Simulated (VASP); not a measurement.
# MoS2 (P6_3/mmc) in VASP: further runs

MoS2 is run at these levels: PBEsol; tasks: single point.

Program: VASP 6.6.1. These are calculated values, not measurements. Logs are shortened: lines on timing, memory, paths and dates and some standing lists are left out, and cuts for length are marked.

**Experimental background.**

“Multiwavelength excitation Raman Scattering Analysis of bulk and 2 dimensional MoS2: Vibrational properties of atomically thin MoS2 layers”, 2015, arxiv:1506.03228 reports, for a bulk crystal of MoS2 at 300 K: band gap 1.3 eV (indirect).

The runs below are set against these values where they give the same quantity.

## Step 1: The cell of the first run

The structure is hexagonal, space group P6_3/mmc (No. 194). The conventional cell has a = 3.141 Å, b = 3.141 Å, c = 12.575 Å, α = 90.00°, β = 90.00°, γ = 120.00°. Within 3.2 Å of Mo (site symmetry -6m2) lie 6 S at 2.39 Å and 6 Mo at 3.14 Å. Within 3.2 Å of S (site symmetry 3m) lie 3 Mo at 2.39 Å and 7 S at 3.12 to 3.14 Å.

## Step 2: Single point, PBEsol

INCAR reads:

```
PREC = Accurate
ENCUT = 520
EDIFF = 1E-7
ISMEAR = 0
SIGMA = 0.01
LREAL = F
LASPH = T
NELM = 60
ALGO = Normal
ISIF = 2
LWAVE = F
LCHARG = F
GGA = PS
NBANDS = 35
```

KPOINTS reads:

```
Automatic mesh
0
Gamma
  8 8 2
```

POSCAR reads:

```
MoS2
1.0
    3.1414078144      0.0000000000      0.0000000000
   -1.5707039072      2.7205389709      0.0000000000
    0.0000000000      0.0000000000     12.5749966097
Mo S
2 4
Direct
    0.3333333333      0.6666666667      0.2500000000
    0.6666666667      0.3333333333      0.7500000000
    0.3333333333      0.6666666667      0.6260257047
    0.6666666667      0.3333333333      0.1260257047
    0.3333333333      0.6666666667      0.8739742953
    0.6666666667      0.3333333333      0.3739742953
```

Potentials or basis: VASP PAW PBE potentials, release 64 (Mo_sv, S).

Command:

```console
$ cat potpaw_PBE.64/Mo_sv/POTCAR potpaw_PBE.64/S/POTCAR > POTCAR
$ mpirun -np 1 vasp_std > vasp.out
```

OUTCAR:

```text
PREC = Accurate
   ENCUT = 520
   EDIFF = 1E-7
   ISMEAR = 0
   LREAL = F
   LASPH = T
   NELM = 60
   ISIF = 2
   GGA = PS

 ion  position               nearest neighbor table
   1  0.333  0.667  0.250-   4 2.39   6 2.39   4 2.39   6 2.39   4 2.39   6 2.39
   2  0.667  0.333  0.750-   3 2.39   5 2.39   3 2.39   5 2.39   3 2.39   5 2.39
   3  0.333  0.667  0.626-   2 2.39   2 2.39   2 2.39
   4  0.667  0.333  0.126-   1 2.39   1 2.39   1 2.39
   5  0.333  0.667  0.874-   2 2.39   2 2.39   2 2.39
   6  0.667  0.333  0.374-   1 2.39   1 2.39   1 2.39

  LATTYP: Found a hexagonal cell.
 ALAT       =     3.1414078144
 C/A-ratio  =     4.0029812596

  Lattice vectors:

 A1 = (   3.1414078144,   0.0000000000,   0.0000000000)
 A2 = (  -1.5707039072,   2.7205389709,   0.0000000000)
 A3 = (   0.0000000000,   0.0000000000,  12.5749966097)

Analysis of symmetry for initial positions (statically):
=====================================================================
 Subroutine PRICEL returns:
 Original cell was already a primitive cell.

 Routine SETGRP: Setting up the symmetry group for a
 hexagonal supercell.

 Subroutine GETGRP returns: Found 24 space group operations
 (whereof 12 operations were pure point group operations)
 out of a pool of 24 trial point group operations.

The static configuration has the point symmetry D_3d.
 The point group associated with its full space group is D_6h.

Analysis of symmetry for dynamics (positions and initial velocities):
=====================================================================
 Subroutine PRICEL returns:
 Original cell was already a primitive cell.

 Routine SETGRP: Setting up the symmetry group for a
 hexagonal supercell.

 Subroutine GETGRP returns: Found 24 space group operations
 (whereof 12 operations were pure point group operations)
 out of a pool of 24 trial point group operations.

The dynamic configuration has the point symmetry D_3d.
 The point group associated with its full space group is D_6h.

 Subroutine INISYM returns: Found 24 space group operations
 (whereof 12 operations are pure point group operations),
 and found     1 'primitive' translations

----------------------------------------------------------------------------------------

                                     Primitive cell

  volume of cell :     107.4700

[... 92 lines left out ...]
   LREAL  =      F    real-space projection
   EDIFFG = 0.1E-05   stopping-criterion for IOM
   NSW    =      0    number of steps for IOM
   IBRION =     -1    ionic relax: 0-MD 1-quasi-New 2-CG
   NFREE  =      0    steps in history (QN), initial steepest desc. (CG)
   ISIF   =      2    stress and relaxation
   ISYM   =      2    0-nonsym 1-usesym 2-fastsym
   POTIM  = 0.5000    time-step for ionic-motion
   TEBEG  =    0.0;   TEEND  =   0.0 temperature during run
   PSTRESS=    0.0 pullay stress
   NELECT =      52.0000    total number of electrons
   NUPDOWN=      -1.0000    fix difference up-down
   EMIN   =  10.00;   EMAX   =-10.00  energy-range for DOS
   EFERMI =   0.00;   METHOD = LEGACY
   ISMEAR =     0;   SIGMA  =   0.01  broadening in eV -4-tet -1-fermi 0-gaus
   EFERMI_NEDOS =   21; number of points for ismear=-14 and -15
   IALGO  =     38    algorithm
   IMIX   =      4    mixing-type and parameters
     AMIX     =   0.40;   BMIX     =  1.00
     AMIX_MAG =   1.60;   BMIX_MAG =  1.00
  volume/ion in A,a.u.               =      17.91       120.87
  Fermi-wavevector in a.u.,A,eV,Ry     =   1.285228  2.428729 22.474258  1.651811
  Thomas-Fermi vector in A             =   2.417375
   LORBIT       =      0    0 simple, 1 ext, 2 COOP (PROOUT), +10 PAW based schemes
   GGA     = PS    functional components
   LHFCALC =     F    Hartree Fock is set to
   AEXX    =    0.0000 exact exchange contribution
   IVDW    =     0    specifies the selected vdW correction
   LEPSILON=     F    determine dielectric tensor
   LRPA    =     F    only Hartree local field effects (RPA)
 non-spin polarized calculation
 Gauss-broadening in eV      SIGMA  =   0.01
  energy-cutoff  :      520.00
  volume of cell :      107.47
 maximum number of plane-waves:      2914
 NGX is ok and might be reduce to    24
   NGX = 11   NGY = 11   NGZ = 47

 number of electron      52.0000003 magnetization

 Free energy of the ion-electron system (eV)
  ---------------------------------------------------
  ext. energy  EPLUGINS =         0.00000000
  ---------------------------------------------------
  free energy    TOTEN  =       -46.90514074 eV

  energy without entropy =      -46.90514074  energy(sigma->0) =      -46.90514074

 E-fermi :   7.4361     XC(G=0): -10.9267

 val. band max:        7.2654151166   @ k =   0.0000   0.0000   0.0000
 cond. band min:       8.3598288300   @ k =   0.2500   0.1250   0.0000
 fundamental gap:      1.0944137134
 Fermi energy:         7.4361200314

 k-point     1 :       0.0000    0.0000    0.0000
  band No.  band energies     occupation
      1     -54.0195      2.00000
      2     -54.0195      2.00000
      3     -28.2309      2.00000
      4     -28.2308      2.00000
      5     -27.9683      2.00000
      6     -27.9683      2.00000
[... 749 lines left out ...]
     34      11.6029      0.00000
     35      13.8089      0.00000

------------------------ aborting loop because EDIFF is reached ----------------------------------------

  FORCE on cell =-STRESS in cart. coord.  units (eV):
  Direction    XX          YY          ZZ          XY          YZ          ZX
  --------------------------------------------------------------------------------------
  -------------------------------------------------------------------------------------
  Total        0.0060682      0.0060682      0.0002664      0.0000000     -0.0000000      0.0000000
  in kB        0.0904655      0.0904655      0.0039719      0.0000000     -0.0000000      0.0000000
  external PRESSURE =       0.0616343 kB  Pullay stress =       0.0000000 kB

 VOLUME and BASIS-vectors are now :
 -----------------------------------------------------------------------------
  energy-cutoff  :      520.00
  volume of cell :      107.47
      direct lattice vectors                 reciprocal lattice vectors
     3.141407814  0.000000000  0.000000000     0.318328615  0.183787112  0.000000000
    -1.570703907  2.720538971  0.000000000     0.000000000  0.367574224  0.000000000
     0.000000000  0.000000000 12.574996610     0.000000000  0.000000000  0.079522884

 POSITION                                       TOTAL-FORCE (eV/Angst)
 -----------------------------------------------------------------------------------
     -0.00000      1.81369      3.14375         0.000000     -0.000000      0.000000
      1.57070      0.90685      9.43125        -0.000000      0.000000      0.000000
     -0.00000      1.81369      7.87227         0.000000     -0.000000     -0.002377
      1.57070      0.90685      1.58477        -0.000000      0.000000     -0.002377
     -0.00000      1.81369     10.99022         0.000000     -0.000000      0.002377
      1.57070      0.90685      4.70273        -0.000000      0.000000      0.002377
 -----------------------------------------------------------------------------------
    total drift:                               -0.000000      0.000000     -0.000000

  FREE ENERGIE OF THE ION-ELECTRON SYSTEM (eV)
  ---------------------------------------------------
  free  energy   TOTEN  =       -46.9051407373 eV

  energy  without entropy=      -46.9051407373  energy(sigma->0) =      -46.90514074
```

stdout:

```text
POSCAR found type information on POSCAR MoS
 POSCAR found :  2 types and       6 ions
 scaLAPACK will be used
 -----------------------------------------------------------------------------
|                                                                             |
|                                                                             |
|     You enforced a specific xc type in the INCAR file but a different       |
|     I HOPE YOU KNOW WHAT YOU ARE DOING!                                     |
|                                                                             |
 -----------------------------------------------------------------------------

 LDA part: xc-table for (Slater+PW92), standard interpolation
 POSCAR, INCAR and KPOINTS ok, starting setup
 FFT: planning ... GRIDC
 FFT: planning ... GRID_SOFT
 FFT: planning ... GRID
 WAVECAR not read
 entering main loop
```

It took 57 s on 1 thread of AMD EPYC 9R14 (Zen 4), shared host; peak memory 0.21 GiB.

What came out:

* Free energy: -46.9051 eV
* Pressure: 0.0 GPa
* Band gap on the k mesh: 1.09 eV, indirect (least direct gap 2.03 eV)

Forces on the atoms (eV/Å):
```
Mo   0.000  0.000  0.000
Mo   0.000  0.000  0.000
S    0.000  0.000 -0.002
S    0.000  0.000 -0.002
S    0.000  0.000  0.002
S    0.000  0.000  0.002
```

Caveat: the PAW data sets were made with another functional, which shifts forces and pressure a little; this functional lacks dispersion, which binds the layers, so the pressure and a relaxed spacing across them are unreliable.

## Step 3: Single point, PBEsol

INCAR reads:

```
PREC = Accurate
ENCUT = 520
EDIFF = 1E-7
ISMEAR = -1
SIGMA = 0.1
LREAL = False
LASPH = True
NELM = 60
ALGO = Normal
ISIF = 2
LWAVE = False
LCHARG = False
GGA = PS
NBANDS = 35
```

KPOINTS reads:

```
regular mesh
0
Gamma
  10 10 2
```

POSCAR reads:

```
MoS2
1.0
    3.1414378934      0.0000000000      0.0000000000
   -1.5707189467      2.7205650201      0.0000000000
    0.0000000000      0.0000000000     12.5806838923
Mo S
2 4
Direct
    0.3333333333      0.6666666667      0.2500000000
    0.6666666667      0.3333333333      0.7500000000
    0.3333333333      0.6666666667      0.6260760800
    0.6666666667      0.3333333333      0.1260760800
    0.3333333333      0.6666666667      0.8739239200
    0.6666666667      0.3333333333      0.3739239200
```

Potentials or basis: VASP PAW PBE potentials, release 64 (Mo_sv, S).

Command:

```console
$ cat potpaw_PBE.64/Mo_sv/POTCAR potpaw_PBE.64/S/POTCAR > POTCAR
$ mpirun -np 1 vasp_std > vasp.out
```

It took 74 s on 1 thread of AMD EPYC 9R14 (Zen 4), shared host; peak memory 0.23 GiB.

The run converged. Its results:

```yaml
Free_energy: -46.9058 eV
Pressure: 0.0 GPa
Band_gap_on_the_k_mesh: 1.04 eV, indirect (least direct gap 1.97 eV)
```

Levels at points of the mesh, in eV from the valence-band top:
```csv
k point,band 22,band 23,band 24,band 25,band 26,band 27,band 28,band 29,band 30,band 31
"(0.00, 0.00, 0.00)",-2.03,-2.03,-1.31,-1.12,0.00,2.29,2.29,2.31,2.31,2.51
"(0.50, 0.00, 0.00)",-2.45,-1.55,-1.40,-1.31,-1.23,1.80,1.84,2.19,2.45,3.02
"(0.00, 0.00, 0.50)",-2.05,-2.05,-2.05,-0.29,-0.29,2.30,2.30,2.30,2.30,2.58
"(0.50, 0.00, 0.50)",-2.56,-1.48,-1.48,-1.27,-1.27,1.82,1.82,2.33,2.33,3.35
```

Caveat: the PAW data sets were made with another functional, which shifts forces and pressure a little; this functional lacks dispersion, which binds the layers, so the pressure and a relaxed spacing across them are unreliable. Expect the measured gap to be larger: semilocal functionals such as PBEsol lack the derivative discontinuity.

## Step 4: How close it comes

Step 2. Against the measured gap of MoS2, 1.3 eV (indirect; 300 K; “Multiwavelength excitation Raman Scattering Analysis of bulk and 2 dimensional MoS2: Vibrational properties of atomically thin MoS2 layers”, 2015, arxiv:1506.03228), the calculated 1.09 eV is off by -0.21 eV. Spin-orbit coupling on Mo is left out. The value is that of PBEsol on a finite k mesh, which can miss the band edges, without temperature or zero-point motion. Semilocal functionals fall short of measured gaps as a rule.
